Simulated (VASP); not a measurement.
# AlP (F-43m) in VASP: a series of runs

AlP is run at these levels: PBE; tasks: single point.

All numbers are computed with VASP 6.6.1; they aren't measurements. Logs are shortened: lines on timing, memory, paths and dates and some standing lists are left out, and cuts for length are marked.

**1. The cell of the first run**

The structure is cubic, space group F-43m (No. 216). The conventional cell has a = 5.340 Å, b = 5.340 Å, c = 5.340 Å, α = 90.00°, β = 90.00°, γ = 90.00°. Within 3.1 Å of Al (site symmetry -43m) lie 4 P at 2.31 Å. Within 3.1 Å of P (site symmetry -43m) lie 4 Al at 2.31 Å.

**2. Single point, PBE**

File INCAR:

```
ALGO     = Normal         # electronic algorithm
EDIFF    = 1E-6           # SCF threshold, eV
ENCUT    = 500            # plane-wave cutoff, eV
GGA      = PE             # functional
GGA_COMPAT= F            
ISIF     = 2              # what is computed and relaxed
ISMEAR   = 0              # smearing method
LASPH    = T              # aspherical terms in the spheres
LCHARG   = T              # write CHGCAR
LELF     = T              # ELF
LREAL    = F              # projectors in reciprocal space
LVHAR    = T            
LWAVE    = F              # write WAVECAR
NBANDS   = 11             # bands
NELM     = 120            # most SCF steps
PREC     = Accurate       # precision mode
SIGMA    = 0.01           # smearing width, eV
```

File KPOINTS:

```
k-points
0
Gamma
  6 6 6
```

File POSCAR:

```
AlP
1.0
    0.0000000000      2.6698619393      2.6698619393
    2.6698619393      0.0000000000      2.6698619393
    2.6698619393      2.6698619393      0.0000000000
Al P
1 1
Direct
    0.0000000000      0.0000000000      0.0000000000
    0.2500000000      0.2500000000      0.2500000000
```

Potentials or basis: VASP PAW PBE potentials, release 64 (Al, P).

Command:

```bash
$ cat potpaw_PBE.64/Al/POTCAR potpaw_PBE.64/P/POTCAR > POTCAR
$ mpirun -np 1 vasp_std > vasp.out
```

OUTCAR:

```text
EDIFF = 1E-6
   ENCUT = 500
   GGA = PE
   ISIF = 2
   ISMEAR = 0
   LASPH = T
   LREAL = F
   NELM = 120
   PREC = Accurate

 ion  position               nearest neighbor table
   1  0.000  0.000  0.000-   2 2.31   2 2.31   2 2.31   2 2.31
   2  0.250  0.250  0.250-   1 2.31   1 2.31   1 2.31   1 2.31

  LATTYP: Found a face centered cubic cell.
 ALAT       =     5.3397238786

  Lattice vectors:

 A1 = (   0.0000000000,   2.6698619393,   2.6698619393)
 A2 = (   2.6698619393,   0.0000000000,   2.6698619393)
 A3 = (   2.6698619393,   2.6698619393,   0.0000000000)

Analysis of symmetry for initial positions (statically):
=====================================================================
 Subroutine PRICEL returns:
 Original cell was already a primitive cell.

 Routine SETGRP: Setting up the symmetry group for a
 face centered cubic supercell.

 Subroutine GETGRP returns: Found 24 space group operations
 (whereof 24 operations were pure point group operations)
 out of a pool of 48 trial point group operations.

The static configuration has the point symmetry T_d .

Analysis of symmetry for dynamics (positions and initial velocities):
=====================================================================
 Subroutine PRICEL returns:
 Original cell was already a primitive cell.

 Routine SETGRP: Setting up the symmetry group for a
 face centered cubic supercell.

 Subroutine GETGRP returns: Found 24 space group operations
 (whereof 24 operations were pure point group operations)
 out of a pool of 48 trial point group operations.

The dynamic configuration has the point symmetry T_d .

 Subroutine INISYM returns: Found 24 space group operations
 (whereof 24 operations are pure point group operations),
 and found     1 'primitive' translations

----------------------------------------------------------------------------------------

                                     Primitive cell

  volume of cell :      38.0624

  direct lattice vectors                    reciprocal lattice vectors
     0.000000000  2.669861939  2.669861939    -0.187275601  0.187275601  0.187275601
     2.669861939  0.000000000  2.669861939     0.187275601 -0.187275601  0.187275601
     2.669861939  2.669861939  0.000000000     0.187275601  0.187275601 -0.187275601

  length of vectors
     3.775754964  3.775754964  3.775754964     0.324370856  0.324370856  0.324370856

  position of ions in fractional coordinates (direct lattice)
     0.000000000  0.000000000  0.000000000
     0.250000000  0.250000000  0.250000000

  ion indices of the primitive-cell ions
   primitive index   ion index
                 1           1
                 2           2

----------------------------------------------------------------------------------------

 KPOINTS: k-points

Automatic generation of k-mesh.
 Grid dimensions read from file:
 generate k-points for:    6    6    6

 Generating k-lattice:

  Cartesian coordinates                     Fractional coordinates (reciprocal lattice)
    -0.031212600  0.031212600  0.031212600     0.166666667  0.000000000  0.000000000
     0.031212600 -0.031212600  0.031212600     0.000000000  0.166666667  0.000000000
     0.031212600  0.031212600 -0.031212600     0.000000000  0.000000000  0.166666667

  Length of vectors
     0.054061809  0.054061809  0.054061809

  Shift w.r.t. Gamma in fractional coordinates (k-lattice)
     0.000000000  0.000000000  0.000000000

 Subroutine IBZKPT returns following result:
 ===========================================

 Found     16 irreducible k-points:

 Following reciprocal coordinates:
            Coordinates               Weight
  0.000000  0.000000  0.000000      1.000000
  0.166667  0.000000  0.000000      8.000000
  0.333333  0.000000  0.000000      8.000000
  0.500000  0.000000  0.000000      4.000000
  0.166667  0.166667  0.000000      6.000000
  0.333333  0.166667  0.000000     24.000000
[... 8 lines left out ...]
 -0.333333  0.333333  0.166667     24.000000
 -0.333333  0.500000  0.166667     12.000000
   k-points           NKPTS =     16   k-points in BZ     NKDIM =     16   number of bands    NBANDS=     11
   number of dos      NEDOS =    301   number of ions     NIONS =      2
   total plane-waves  NPLWV =  21952
   dimension x,y,z NGX =    28 NGY =   28 NGZ =   28
   dimension x,y,z NGXF=    56 NGYF=   56 NGZF=   56
   ions per type =               1   1
   NGX,Y,Z   is equivalent  to a cutoff of  12.33, 12.33, 12.33 a.u.
   NGXF,Y,Z  is equivalent  to a cutoff of  24.66, 24.66, 24.66 a.u.
 SYSTEM =  unknown system
   PREC   = accura    normal or accurate (medium, high low for compatibility)
   ISTART =      0    job   : 0-new  1-cont  2-samecut
   ICHARG =      2    charge: 1-file 2-atom 10-const
   ISPIN  =      1    spin polarized calculation?
   LNONCOLLINEAR =      F non collinear calculations
   LSORBIT =      F    spin-orbit coupling
   LASPH  =      T    aspherical Exc in radial PAW
   ENCUT  =  500.0 eV  36.75 Ry    6.06 a.u.   6.88  6.88  6.88*2*pi/ulx,y,z
   NELM   =    120;   NELMIN=  2; NELMDL= -5     # of ELM steps
   EDIFF  = 0.1E-05   stopping-criterion for ELM
   LREAL  =      F    real-space projection
   EDIFFG = 0.1E-04   stopping-criterion for IOM
   NSW    =      0    number of steps for IOM
   IBRION =     -1    ionic relax: 0-MD 1-quasi-New 2-CG
   NFREE  =      0    steps in history (QN), initial steepest desc. (CG)
   ISIF   =      2    stress and relaxation
   ISYM   =      2    0-nonsym 1-usesym 2-fastsym
   POTIM  = 0.5000    time-step for ionic-motion
   TEBEG  =    0.0;   TEEND  =   0.0 temperature during run
   PSTRESS=    0.0 pullay stress
   NELECT =       8.0000    total number of electrons
   NUPDOWN=      -1.0000    fix difference up-down
   EMIN   =  10.00;   EMAX   =-10.00  energy-range for DOS
   EFERMI =   0.00;   METHOD = LEGACY
   ISMEAR =     0;   SIGMA  =   0.01  broadening in eV -4-tet -1-fermi 0-gaus
   EFERMI_NEDOS =   21; number of points for ismear=-14 and -15
   IALGO  =     38    algorithm
   IMIX   =      4    mixing-type and parameters
     AMIX     =   0.40;   BMIX     =  1.00
     AMIX_MAG =   1.60;   BMIX_MAG =  1.00
  volume/ion in A,a.u.               =      19.03       128.43
  Fermi-wavevector in a.u.,A,eV,Ry     =   0.973358  1.839380 12.890516  0.947426
  Thomas-Fermi vector in A             =   2.103731
   LORBIT       =      0    0 simple, 1 ext, 2 COOP (PROOUT), +10 PAW based schemes
   GGA     = PE    functional components
   LHFCALC =     F    Hartree Fock is set to
   AEXX    =    0.0000 exact exchange contribution
   IVDW    =     0    specifies the selected vdW correction
   LEPSILON=     F    determine dielectric tensor
   LRPA    =     F    only Hartree local field effects (RPA)
 non-spin polarized calculation
 Gauss-broadening in eV      SIGMA  =   0.01
  energy-cutoff  :      500.00
  volume of cell :       38.06
 maximum number of plane-waves:       982
   NGX = 13   NGY = 13   NGZ = 13

 number of electron       7.9999999 magnetization

 Free energy of the ion-electron system (eV)
  ---------------------------------------------------
  ext. energy  EPLUGINS =         0.00000000
  ---------------------------------------------------
  free energy    TOTEN  =       -10.27096124 eV

  energy without entropy =      -10.27096124  energy(sigma->0) =      -10.27096124

 E-fermi :   5.3277     XC(G=0):  -9.4692

 val. band max:        5.2170301287   @ k =   0.0000   0.0000   0.0000
 cond. band min:       6.6519042991   @ k =   0.5000   0.5000   0.0000
 fundamental gap:      1.4348741705
 Fermi energy:         5.3276679629

 k-point     1 :       0.0000    0.0000    0.0000
  band No.  band energies     occupation
      1      -6.6863      2.00000
      2       5.2170      2.00000
      3       5.2170      2.00000
      4       5.2170      2.00000
      5       9.1028      0.00000
      6       9.8671      0.00000
      7       9.8671      0.00000
      8       9.8671      0.00000
      9      14.1222      0.00000
     10      14.1222      0.00000
     11      15.9878      0.00000

 k-point     2 :       0.1667    0.0000    0.0000
  band No.  band energies     occupation
      1      -6.3591      2.00000
      2       3.2913      2.00000
      3       4.9596      2.00000
      4       4.9596      2.00000
      5       9.1466      0.00000
      6      10.3255      0.00000
      7      10.3255      0.00000
      8      11.2800      0.00000
      9      13.4525      0.00000
     10      13.4525      0.00000
     11      16.3780      0.00000

 k-point     3 :       0.3333    0.0000    0.0000
  band No.  band energies     occupation
      1      -5.4968      2.00000
      2       0.6754      2.00000
      3       4.5700      2.00000
      4       4.5700      2.00000
      5       8.5239      0.00000
      6      10.3133      0.00000
      7      10.3133      0.00000
      8      13.4998      0.00000
      9      14.4911      0.00000
     10      14.4911      0.00000
     11      15.9583      0.00000

 k-point     4 :       0.5000    0.0000    0.0000
  band No.  band energies     occupation
      1      -4.8362      2.00000
      2      -0.6209      2.00000
      3       4.4143      2.00000
      4       4.4143      2.00000
      5       8.2814      0.00000
      6      10.0449      0.00000
      7      10.0449      0.00000
      8      13.6662      0.00000
      9      16.9609      0.00000
     10      16.9609      0.00000
     11      17.6706      0.00000
[... 127 lines left out ...]
 k-point    14 :       0.5000    0.3333    0.1667
  band No.  band energies     occupation
      1      -4.8078      2.00000
      2       0.6388      2.00000
      3       2.3493      2.00000
      4       3.5091      2.00000
      5       9.0907      0.00000
      6      10.1467      0.00000
      7      10.9278      0.00000
      8      13.7298      0.00000
      9      14.9118      0.00000
     10      17.1529      0.00000
     11      19.1203      0.00000

 k-point    15 :      -0.3333    0.3333    0.1667
  band No.  band energies     occupation
      1      -4.2837      2.00000
      2       0.0073      2.00000
      3       1.8713      2.00000
      4       3.0808      2.00000
      5       9.2774      0.00000
      6      10.3422      0.00000
      7      12.3561      0.00000
      8      13.0599      0.00000
      9      14.4788      0.00000
     10      17.5739      0.00000
     11      18.6407      0.00000

 k-point    16 :      -0.3333    0.5000    0.1667
  band No.  band energies     occupation
      1      -4.0566      2.00000
      2      -0.0237      2.00000
      3       2.0841      2.00000
      4       2.3394      2.00000
      5       8.5052      0.00000
      6       9.6148      0.00000
      7      13.1375      0.00000
      8      13.5098      0.00000
      9      17.0053      0.00000
     10      17.5417      0.00000
     11      19.0535      0.00000

------------------------ aborting loop because EDIFF is reached ----------------------------------------

  FORCE on cell =-STRESS in cart. coord.  units (eV):
  Direction    XX          YY          ZZ          XY          YZ          ZX
  --------------------------------------------------------------------------------------
  -------------------------------------------------------------------------------------
  Total        2.1950879      2.1950879      2.1950879      0.0000000      0.0000000     -0.0000000
  in kB       92.3987487     92.3987487     92.3987487      0.0000000      0.0000000     -0.0000000
  external PRESSURE =      92.3987487 kB  Pullay stress =       0.0000000 kB

 VOLUME and BASIS-vectors are now :
 -----------------------------------------------------------------------------
  energy-cutoff  :      500.00
  volume of cell :       38.06
      direct lattice vectors                 reciprocal lattice vectors
     0.000000000  2.669861939  2.669861939    -0.187275601  0.187275601  0.187275601
     2.669861939  0.000000000  2.669861939     0.187275601 -0.187275601  0.187275601
     2.669861939  2.669861939  0.000000000     0.187275601  0.187275601 -0.187275601

 POSITION                                       TOTAL-FORCE (eV/Angst)
 -----------------------------------------------------------------------------------
      0.00000      0.00000      0.00000         0.000000      0.000000      0.000000
      1.33493      1.33493      1.33493        -0.000000     -0.000000     -0.000000
 -----------------------------------------------------------------------------------
    total drift:                                0.000000      0.000000      0.000000

  FREE ENERGIE OF THE ION-ELECTRON SYSTEM (eV)
  ---------------------------------------------------
  free  energy   TOTEN  =       -10.2709612358 eV

  energy  without entropy=      -10.2709612358  energy(sigma->0) =      -10.27096124
```

Run time: 12 s. Hardware: 1 thread of Intel Xeon 8259CL, shared host; peak memory 0.15 GiB.

Results:

| Item | Value |
| --- | --- |
| Free energy | -10.2710 eV |
| Pressure | 9.2 GPa |
| Band gap on the k mesh | 1.43 eV, indirect (least direct gap 3.68 eV) |

**3. Single point, PBE**

This run uses another cell than the first one, of 19.84 Å³/atom, 1.043 times its volume.

File INCAR:

```
  ALGO = Normal
  EDIFF = 1E-6
  ENCUT = 500
  GGA = PE
  GGA_COMPAT = F
  ISIF = 2
  ISMEAR = 0
  LASPH = T
  LCHARG = T
  LELF = T
  LREAL = F
  LVHAR = T
  LWAVE = F
  NBANDS = 11
  NELM = 120
  PREC = Accurate
  SIGMA = 0.01
```

KPOINTS is that of step 2.

File POSCAR:

```
AlP
1.0
    0.0000000000      2.7072075025      2.7072075025
    2.7072075025      0.0000000000      2.7072075025
    2.7072075025      2.7072075025      0.0000000000
Al P
1 1
Direct
    0.0000000000      0.0000000000      0.0000000000
    0.2500000000      0.2500000000      0.2500000000
```

Potentials or basis: VASP PAW PBE potentials, release 64 (Al, P).

Command:

```bash
$ cat potpaw_PBE.64/Al/POTCAR potpaw_PBE.64/P/POTCAR > POTCAR
$ mpirun -np 1 vasp_std > vasp.out
```

It took 12 s on 1 thread of Intel Xeon 8259CL, shared host; peak memory 0.15 GiB.

The run converged. Its results:

```
Free energy            : -10.3406 eV
Pressure               : 4.7 GPa
Band gap on the k mesh : 1.53 eV, indirect (least direct gap 3.52 eV)
```

Levels at points of the mesh, in eV from the valence-band top:
```
           k point  band 1  band 2  band 3  band 4  band 5  band 6  band 7  band 8
(0.00, 0.00, 0.00)  -11.65    0.00    0.00    0.00    3.52    4.59    4.59    4.59
(0.50, 0.00, 0.00)   -9.91   -5.64   -0.78   -0.78    2.91    4.82    4.82    8.34
(0.50, 0.50, 0.00)   -9.22   -5.40   -2.16   -2.16    1.53    2.46   11.29   11.29
```

A k mesh can miss the band edges. As with any semilocal functional, this PBE gap is likely too small.
